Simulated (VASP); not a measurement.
# MgO (Fm-3m) in VASP: a series of runs

The runs below take MgO through relaxation of cell and atoms, single point, with LDA.

Program: VASP 6.6.1. These are calculated values, not measurements. Logs are shortened: lines on timing, memory, paths and dates and some standing lists are left out, and cuts for length are marked.

**1. The cell of the first run**

The structure is cubic, space group Fm-3m (No. 225). Conventional cell: a = 4.159 Å, b = 4.159 Å, c = 4.159 Å, α = 90.00°, β = 90.00°, γ = 90.00°. Mg (site symmetry m-3m) has 6 O at 2.08 Å within 2.8 Å. Within 2.8 Å of O (site symmetry m-3m) lie 6 Mg at 2.08 Å.

**2. Relaxation of cell and atoms, LDA, target pressure 4 GPa, at which the enthalpy is minimised**

INCAR

```
SYSTEM = MgO
ALGO = Normal ; EDIFF = 1E-7
EDIFFG = -0.002 ; ENCUT = 600
GGA = CA ; IBRION = 2
ISIF = 3 ; ISMEAR = 0
LASPH = .True. ; LCHARG = .False.
LREAL = .False. ; LWAVE = .False.
NELM = 60 ; NSW = 100
PREC = Accurate ; PSTRESS = 40.0
SIGMA = 0.01
```

KPOINTS

```
k-points
0
Gamma
  10 10 10
  0 0 0
```

POSCAR

```
MgO
1.0
    2.0795922154      2.0795922154      0.0000000000
   -2.0795922154      2.0795922154      0.0000000000
    0.0000000000      2.0795922154      2.0795922154
Mg O
1 1
Direct
    0.0000000000      0.0000000000      0.0000000000
    0.5000000000      0.5000000000      0.0000000000
```

Potentials or basis: VASP PAW LDA potentials, release 64 (Mg, O).

On the command line:

```bash
> cat potpaw_LDA.64/Mg/POTCAR potpaw_LDA.64/O/POTCAR > POTCAR
> mpirun -np 1 vasp_std > vasp.out
```

OUTCAR:

```text
SYSTEM = MgO
   EDIFF = 1E-7
   EDIFFG = -0.002
   ENCUT = 600
   GGA = CA
   IBRION = 2
   ISIF = 3
   ISMEAR = 0
   LASPH = .True.
   LREAL = .False.
   NELM = 60
   NSW = 100
   PREC = Accurate
   PSTRESS = 40.0

 ion  position               nearest neighbor table
   1  0.000  0.000  0.000-   2 2.08   2 2.08   2 2.08   2 2.08   2 2.08   2 2.08
   2  0.500  0.500  0.000-   1 2.08   1 2.08   1 2.08   1 2.08   1 2.08   1 2.08

  LATTYP: Found a face centered cubic cell.
 ALAT       =     4.1591844308

  Lattice vectors:

 A1 = (   0.0000000000,   2.0795922154,   2.0795922154)
 A2 = (   2.0795922154,   0.0000000000,   2.0795922154)
 A3 = (   2.0795922154,   2.0795922154,   0.0000000000)

Analysis of symmetry for initial positions (statically):
=====================================================================
 Subroutine PRICEL returns:
 Original cell was already a primitive cell.

 Routine SETGRP: Setting up the symmetry group for a
 face centered cubic supercell.

 Subroutine GETGRP returns: Found 48 space group operations
 (whereof 48 operations were pure point group operations)
 out of a pool of 48 trial point group operations.

The static configuration has the point symmetry O_h .

Analysis of symmetry for dynamics (positions and initial velocities):
=====================================================================
 Subroutine PRICEL returns:
 Original cell was already a primitive cell.

 Routine SETGRP: Setting up the symmetry group for a
 face centered cubic supercell.

 Subroutine GETGRP returns: Found 48 space group operations
 (whereof 48 operations were pure point group operations)
 out of a pool of 48 trial point group operations.

The dynamic configuration has the point symmetry O_h .

 Subroutine INISYM returns: Found 48 space group operations
 (whereof 48 operations are pure point group operations),
 and found     1 'primitive' translations

----------------------------------------------------------------------------------------

                                     Primitive cell

  volume of cell :      17.9872

  direct lattice vectors                    reciprocal lattice vectors
     2.079592215  2.079592215  0.000000000     0.240431752  0.240431752 -0.240431752
    -2.079592215  2.079592215  0.000000000    -0.240431752  0.240431752 -0.240431752
     0.000000000  2.079592215  2.079592215     0.000000000  0.000000000  0.480863504

  length of vectors
     2.940987515  2.940987515  2.940987515     0.416440010  0.416440010  0.480863504

  position of ions in fractional coordinates (direct lattice)
     0.000000000  0.000000000  0.000000000
     0.500000000  0.500000000  0.000000000

  ion indices of the primitive-cell ions
   primitive index   ion index
                 1           1
                 2           2

----------------------------------------------------------------------------------------

 KPOINTS: k-points

Automatic generation of k-mesh.
 Grid dimensions read from file:
 generate k-points for:   10   10   10

 Generating k-lattice:

  Cartesian coordinates                     Fractional coordinates (reciprocal lattice)
     0.024043175  0.024043175 -0.024043175     0.100000000  0.000000000  0.000000000
    -0.024043175  0.024043175 -0.024043175     0.000000000  0.100000000  0.000000000
     0.000000000  0.000000000  0.048086350     0.000000000  0.000000000  0.100000000

  Length of vectors
     0.041644001  0.041644001  0.048086350

  Shift w.r.t. Gamma in fractional coordinates (k-lattice)
     0.000000000  0.000000000  0.000000000

 Subroutine IBZKPT returns following result:
 ===========================================

 Found     47 irreducible k-points:

 Following reciprocal coordinates:
            Coordinates               Weight
  0.000000  0.000000  0.000000      1.000000
  0.100000  0.000000  0.000000      8.000000
  0.200000  0.000000  0.000000      8.000000
  0.300000  0.000000  0.000000      8.000000
  0.400000  0.000000  0.000000      8.000000
  0.500000  0.000000  0.000000      4.000000
[... 16 lines left out ...]
[... 36 lines left out ...]
     2.079592215  2.079592215  0.000000000     0.240431752  0.240431752 -0.240431752
    -2.079592215  2.079592215  0.000000000    -0.240431752  0.240431752 -0.240431752
     0.000000000  2.079592215  2.079592215     0.000000000  0.000000000  0.480863504
[... 46 lines left out ...]
  FREE ENERGIE OF THE ION-ELECTRON SYSTEM (eV)
  ---------------------------------------------------
  free  energy   TOTEN  =       -13.4350910027 eV

  energy  without entropy=      -13.4350910027  energy(sigma->0) =      -13.43509100

  enthalpy is  TOTEN    =       -13.0073911729 eV   P V=        0.4276998298

--------------------------------------- Ionic step        3  -------------------------------------------

 number of electron       7.9999997 magnetization

 Free energy of the ion-electron system (eV)
  ---------------------------------------------------
  ext. energy  EPLUGINS =         0.00000000
  ---------------------------------------------------
  free energy    TOTEN  =       -13.44486613 eV

  energy without entropy =      -13.44486613  energy(sigma->0) =      -13.44486613

 E-fermi :   3.5298     XC(G=0): -11.9360

 val. band max:        3.4338192016   @ k =   0.0000   0.0000   0.0000
 cond. band min:       8.8109859611   @ k =   0.0000   0.0000   0.0000
 fundamental gap:      5.3771667595
 Fermi energy:         3.5297514688

 k-point     1 :       0.0000    0.0000    0.0000
  band No.  band energies     occupation
      1     -13.9522      2.00000
      2       3.4338      2.00000
      3       3.4338      2.00000
      4       3.4338      2.00000
      5       8.8110      0.00000
      6      19.3437      0.00000
      7      19.3437      0.00000
      8      19.3437      0.00000

 k-point     2 :       0.1000    0.0000    0.0000
  band No.  band energies     occupation
      1     -13.8285      2.00000
      2       2.7611      2.00000
      3       3.3559      2.00000
      4       3.3559      2.00000
      5       9.4248      0.00000
      6      18.0981      0.00000
      7      19.6105      0.00000
      8      19.6105      0.00000
[... 221 lines left out ...]
 k-point    23 :       0.3000    0.3000    0.0000
  band No.  band energies     occupation
      1     -12.2402      2.00000
      2      -0.3419      2.00000
      3       0.5047      2.00000
      4       2.4573      2.00000
      5      13.9846      0.00000
      6      15.7352      0.00000
      7      17.0854      0.00000
      8      21.5975      0.00000

 k-point    24 :       0.4000    0.3000    0.0000
  band No.  band energies     occupation
      1     -12.1324      2.00000
      2      -0.4508      2.00000
      3       0.5111      2.00000
      4       2.2724      2.00000
      5      13.7930      0.00000
      6      16.0101      0.00000
      7      16.5447      0.00000
      8      21.8452      0.00000

 [... further k-points ...]

------------------------ aborting loop because EDIFF is reached ----------------------------------------

  FORCE on cell =-STRESS in cart. coord.  units (eV):
  Direction    XX          YY          ZZ          XY          YZ          ZX
  --------------------------------------------------------------------------------------
  -------------------------------------------------------------------------------------
  Total        0.4348360      0.4348360      0.4348360     -0.0000000      0.0000000     -0.0000000
  in kB       40.0151174     40.0151174     40.0151174     -0.0000000      0.0000000     -0.0000000
  external PRESSURE =       0.0151174 kB  Pullay stress =      40.0000000 kB

 VOLUME and BASIS-vectors are now :
 -----------------------------------------------------------------------------
  energy-cutoff  :      600.00
  volume of cell :       17.41
      direct lattice vectors                 reciprocal lattice vectors
     2.057124938  2.057124938 -0.000000000     0.243057673  0.243057673 -0.243057673
    -2.057124938  2.057124938  0.000000000    -0.243057673  0.243057673 -0.243057673
     0.000000000  2.057124938  2.057124938     0.000000000  0.000000000  0.486115346

 POSITION                                       TOTAL-FORCE (eV/Angst)
 -----------------------------------------------------------------------------------
      0.00000      0.00000      0.00000         0.000000      0.000000      0.000000
      0.00000      4.11425      2.05712        -0.000000     -0.000000      0.000000
 -----------------------------------------------------------------------------------
    total drift:                                0.000000      0.000000      0.000000

  FREE ENERGIE OF THE ION-ELECTRON SYSTEM (eV)
  ---------------------------------------------------
  free  energy   TOTEN  =       -13.4448661338 eV

  energy  without entropy=      -13.4448661338  energy(sigma->0) =      -13.44486613

  enthalpy is  TOTEN    =       -13.0101943877 eV   P V=        0.4346717461

 reached required accuracy - stopping structural energy minimisation
```

It took 9.2 s on 1 thread of Intel Xeon Platinum 8259CL at 2.50GHz (Skylake/Cascade Lake), shared host; peak memory 0.13 GiB.

What came out:

- Free energy: -13.4449 eV
- Relaxed volume: 8.71 Å³/atom
- Relaxed cell: a = 2.909 Å, b = 2.909 Å, c = 2.909 Å, α = 60.00°, β = 60.00°, γ = 90.00°
- Space group after relaxing (to 0.05 Å): Fm-3m (No. 225)
- Energy change on relaxing (the enthalpy is what falls): +1.7 meV/atom
- Ionic steps: 3
- Pressure after relaxing: 4.0 GPa
- Band gap on the k mesh: 5.38 eV, direct

The path:
```tsv
step	energy change (eV)	largest force (eV/Å)	pressure (GPa)	volume (Å³)
1	0.0000	0.0000	-1.95	17.99
2	0.0132	0.0000	7.26	17.13
3	0.0034	0.0000	4.00	17.41
```

Final structure:
```xyz
2
Lattice="2.0571 2.0571 0.0000 -2.0571 2.0571 0.0000 0.0000 2.0571 2.0571" Properties=species:S:1:pos:R:3 pbc="T T T"
Mg    0.0000    0.0000    0.0000
O     0.0000    4.1142    2.0571
```

Levels at points of the mesh, in eV from the valence-band top:
```tsv
k point	band 2	band 3	band 4	band 5	band 6	band 7
(0.00, 0.00, 0.00)	0.00	0.00	0.00	5.38	15.91	15.91
(0.50, 0.00, 0.00)	-5.02	-0.75	-0.75	8.19	13.20	16.73
(0.50, 0.50, 0.00)	-4.45	-1.47	-1.47	8.95	10.49	13.65
```

Caveat: the cell is relaxed towards a set pressure, so the enthalpy falls and the energy may rise.

**3. Relaxation of cell and atoms, LDA, target pressure 7 GPa, at which the enthalpy is minimised**

INCAR

```
PREC = Accurate
ENCUT = 600
EDIFF = 1E-7
ISMEAR = 0
SIGMA = 0.01
LREAL = F
LASPH = T
NELM = 80
ALGO = Normal
ISIF = 3
LWAVE = F
LCHARG = F
IBRION = 2
NSW = 100
EDIFFG = -0.002
PSTRESS = 70.0
```

KPOINTS

```
regular mesh
0
Gamma
  10 10 10
```

POSCAR is that of step 2.

Potentials or basis: VASP PAW LDA potentials, release 64 (Mg, O).

On the command line:

```bash
> cat potpaw_LDA.64/Mg/POTCAR potpaw_LDA.64/O/POTCAR > POTCAR
> mpirun -np 1 vasp_std > vasp.out
```

Run time: 10 s. Hardware: 1 thread of Intel Xeon Platinum 8259CL at 2.50GHz (Skylake/Cascade Lake), shared host; peak memory 0.14 GiB.

It converged, with:

```
Free energy                                            : -13.4361 eV
Relaxed volume                                         : 8.58 Å³/atom
Relaxed cell                                           : a = 2.895 Å, b = 2.895 Å, c = 2.895 Å, α = 60.00°, β = 60.00°, γ = 90.00°
Space group after relaxing (to 0.05 Å)                 : Fm-3m (No. 225)
Energy change on relaxing (the enthalpy is what falls) : +6.1 meV/atom
Ionic steps                                            : 3
Pressure after relaxing                                : 7.0 GPa
Band gap on the k mesh                                 : 5.54 eV, direct
```

Step by step:
| step | energy change (eV) | largest force (eV/Å) | pressure (GPa) | volume (Å³) |
| --- | --- | --- | --- | --- |
| 1 | 0.0000 | 0.0000 | -1.95 | 17.99 |
| 2 | 0.0392 | 0.0000 | 12.72 | 16.71 |
| 3 | 0.0122 | 0.0000 | 7.00 | 17.15 |

Final structure:
```
CELL_PARAMETERS angstrom
2.04696 2.04696 0.00000
-2.04696 2.04696 0.00000
0.00000 2.04696 2.04696
ATOMIC_POSITIONS crystal
Mg 0.00000 0.00000 0.00000
O 0.50000 0.50000 0.00000
```

Levels at points of the mesh, in eV from the valence-band top:
```tsv
k point	band 2	band 3	band 4	band 5	band 6	band 7
(0.00, 0.00, 0.00)	0.00	0.00	0.00	5.54	15.99	15.99
(0.50, 0.00, 0.00)	-5.09	-0.77	-0.77	8.28	13.38	16.89
(0.50, 0.50, 0.00)	-4.52	-1.50	-1.50	8.96	10.66	13.81
```

Caveat: the cell is relaxed towards a set pressure, so the enthalpy falls and the energy may rise. A hybrid or GW would open this gap; LDA tends to underestimate it.

**4. Relaxation of cell and atoms, LDA, target pressure 10 GPa, at which the enthalpy is minimised**

INCAR

```
ALGO = Normal
EDIFF = 1E-6
EDIFFG = -0.002
ENCUT = 600
GGA = CA
IBRION = 2
ISIF = 3
ISMEAR = 0
LASPH = T
LCHARG = F
LREAL = F
LWAVE = F
NELM = 60
NSW = 100
PREC = Accurate
PSTRESS = 100.0
SIGMA = 0.01
```

KPOINTS

```
k-points
0
Gamma
  10 10 10
```

POSCAR is that of step 3.

On the command line:

```bash
> cat potpaw_LDA.64/Mg/POTCAR potpaw_LDA.64/O/POTCAR > POTCAR
> mpirun -np 1 vasp_std > vasp.out
```

Run time: 10 s. Hardware: 1 thread of Intel Xeon Platinum 8259CL at 2.50GHz (Skylake/Cascade Lake), shared host; peak memory 0.14 GiB.

The run converged. Its results:

```yaml
Free_energy: -13.4235 eV
Relaxed_volume: 8.46 Å³/atom
Relaxed_cell: a = 2.881 Å, b = 2.881 Å, c = 2.881 Å, α = 60.00°, β = 60.00°, γ = 90.00°
Space_group_after_relaxing_to_0.05_Å: Fm-3m (No. 225)
Energy_change_on_relaxing_the_enthalpy_is_what_falls: +12.4 meV/atom
Ionic_steps: 3
Pressure_after_relaxing: 10.0 GPa
Band_gap_on_the_k_mesh: 5.69 eV, direct
```

Step by step:
```
step  energy change (eV)  largest force (eV/Å)  pressure (GPa)  volume (Å³)
   1              0.0000                0.0000           -1.93        17.99
   2              0.0794                0.0000           18.74        16.30
   3              0.0248                0.0000            9.98        16.91
```

Final structure:
```yaml
crystal:
  lattice:
    - [2.03742, 2.03742, 0.00000]
    - [-2.03742, 2.03742, 0.00000]
    - [0.00000, 2.03742, 2.03742]
  atoms:
    - { symbol: Mg, position: [0.00000, 0.00000, 0.00000] }
    - { symbol: O, position: [0.50000, 0.50000, 0.00000] }
```

Levels at points of the mesh, in eV from the valence-band top:
```tsv
k point	band 2	band 3	band 4	band 5	band 6	band 7
(0.00, 0.00, 0.00)	0.00	0.00	0.00	5.69	16.07	16.07
(0.50, 0.00, 0.00)	-5.16	-0.79	-0.79	8.38	13.54	17.04
(0.50, 0.50, 0.00)	-4.58	-1.52	-1.52	8.97	10.82	13.97
```

Caveat: the cell is relaxed towards a set pressure, so the enthalpy falls and the energy may rise. A hybrid or GW would open this gap; LDA tends to underestimate it.

**5. Relaxation of cell and atoms, LDA, target pressure 15 GPa, at which the enthalpy is minimised**

INCAR

```
SYSTEM = MgO
PREC = Accurate
ENCUT = 600
EDIFF = 1E-6
ISMEAR = 0
SIGMA = 0.01
LREAL = .False.
LASPH = .True.
NELM = 100
ALGO = Normal
ISIF = 3
LWAVE = .False.
LCHARG = .False.
GGA = CA
IBRION = 2
NSW = 100
EDIFFG = -0.002
PSTRESS = 150.0
```

KPOINTS

```
Automatic mesh
0
Gamma
  10 10 10
  0 0 0
```

POSCAR is that of step 4.

On the command line:

```bash
> cat potpaw_LDA.64/Mg/POTCAR potpaw_LDA.64/O/POTCAR > POTCAR
> mpirun -np 1 vasp_std > vasp.out
```

Run time: 17 s. Hardware: 1 thread of Intel Xeon Platinum 8259CL at 2.50GHz (Skylake/Cascade Lake), shared host; peak memory 0.14 GiB.

The run converged. Its results:

```
Free energy                                            : -13.3950 eV
Relaxed volume                                         : 8.27 Å³/atom
Relaxed cell                                           : a = 2.860 Å, b = 2.860 Å, c = 2.860 Å, α = 60.00°, β = 60.00°, γ = 90.00°
Space group after relaxing (to 0.05 Å)                 : Fm-3m (No. 225)
Energy change on relaxing (the enthalpy is what falls) : +26.6 meV/atom
Ionic steps                                            : 6
Pressure after relaxing                                : 15.0 GPa
Band gap on the k mesh                                 : 5.94 eV, direct
```

Step by step:
```tsv
step	energy change (eV)	largest force (eV/Å)	pressure (GPa)	volume (Å³)
1	0.0000	0.0000	-1.93	17.99
2	0.1819	0.0000	30.41	15.63
3	0.0526	0.0000	14.91	16.56
4	0.0553	0.0000	15.29	16.53
5	0.0521	0.0000	14.83	16.56
6	0.0533	0.0000	15.01	16.55
```

Final structure:
```
CELL_PARAMETERS angstrom
2.02258 2.02258 0.00000
-2.02258 2.02258 0.00000
0.00000 2.02258 2.02258
ATOMIC_POSITIONS crystal
Mg 0.00000 0.00000 0.00000
O 0.50000 0.50000 0.00000
```

Levels at points of the mesh, in eV from the valence-band top:
```tsv
k point	band 1	band 2	band 3	band 4	band 5	band 6	band 7	band 8
(0.00, 0.00, 0.00)	-17.68	0.00	0.00	0.00	5.94	16.18	16.18	16.18
(0.50, 0.00, 0.00)	-15.99	-5.27	-0.82	-0.82	8.52	13.80	17.27	17.27
(0.50, 0.50, 0.00)	-15.68	-4.68	-1.55	-1.55	8.98	11.08	14.22	20.54
```

Caveat: the cell is relaxed towards a set pressure, so the enthalpy falls and the energy may rise. A hybrid or GW would open this gap; LDA tends to underestimate it.

**6. Single point, LDA**

This run uses another cell than the first one, of 8.35 Å³/atom, 0.928 times its volume.

INCAR

```
PREC     = Accurate       # precision mode
ENCUT    = 520            # plane-wave cutoff, eV
EDIFF    = 1E-6           # SCF threshold, eV
ISMEAR   = 0              # smearing method
SIGMA    = 0.01           # smearing width, eV
LREAL    = False          # projectors in reciprocal space
LASPH    = True           # aspherical terms in the spheres
NELM     = 100            # most SCF steps
ALGO     = Normal         # electronic algorithm
ISIF     = 2              # what is computed and relaxed
LWAVE    = False          # write WAVECAR
LCHARG   = True           # write CHGCAR
LELF     = True           # ELF
LVHAR    = True         
NBANDS   = 11             # bands
```

KPOINTS

```
regular mesh
0
Gamma
  10 10 10
```

POSCAR

```
MgO
1.0
    2.0285805629      2.0285805629      0.0000000000
   -2.0285805629      2.0285805629      0.0000000000
    0.0000000000      2.0285805629      2.0285805629
Mg O
1 1
Direct
    0.0000000000      0.0000000000      0.0000000000
    0.5000000000      0.5000000000      0.0000000000
```

Potentials or basis: VASP PAW LDA potentials, release 64 (Mg, O).

On the command line:

```bash
> cat potpaw_LDA.64/Mg/POTCAR potpaw_LDA.64/O/POTCAR > POTCAR
> mpirun -np 1 vasp_std > vasp.out
```

It took 3.8 s on 1 thread of Intel Xeon 6975P-C, shared host; peak memory 0.13 GiB.

It converged, with:

- Free energy: -13.4000 eV
- Pressure: 13.3 GPa
- Band gap on the k mesh: 5.83 eV, direct

Levels at points of the mesh, in eV from the valence-band top:
```csv
k point,band 2,band 3,band 4,band 5,band 6,band 7
"(0.00, 0.00, 0.00)",0.00,0.00,0.00,5.83,16.13,16.13
"(0.50, 0.00, 0.00)",-5.22,-0.81,-0.81,8.46,13.69,17.17
"(0.50, 0.50, 0.00)",-4.64,-1.54,-1.54,8.97,10.97,14.12
```

**7. Summary**

| task | cell | cutoff (eV) | gap on the mesh (eV) | pressure (GPa) |
| --- | --- | --- | --- | --- |
| relaxation of cell and atoms | relaxed to 4 GPa from a = 2.941 Å, angles 60.0, 60.0, 90.0°, 2 atoms | 600 | 5.38 | 4.0 |
| relaxation of cell and atoms | relaxed to 7 GPa from a = 2.941 Å, angles 60.0, 60.0, 90.0°, 2 atoms | 600 | 5.54 | 7.0 |
| relaxation of cell and atoms | relaxed to 10 GPa from a = 2.941 Å, angles 60.0, 60.0, 90.0°, 2 atoms | 600 | 5.69 | 10.0 |
| relaxation of cell and atoms | relaxed to 15 GPa from a = 2.941 Å, angles 60.0, 60.0, 90.0°, 2 atoms | 600 | 5.94 | 15.0 |
| single point | a = 2.869 Å, angles 60.0, 60.0, 90.0°, 2 atoms | 520 | 5.83 | 13.3 |

Alike in all rows: level LDA; potentials or basis VASP PAW LDA potentials, release 64 (Mg, O); no spin polarisation; k mesh 10 × 10 × 10; smearing gaussian 0.01 eV.

Caveats: the cell is relaxed towards a set pressure, so the enthalpy falls and the energy may rise (some runs).

Total energies depend on the potentials used, so only differences within one code and one set of settings carry meaning.
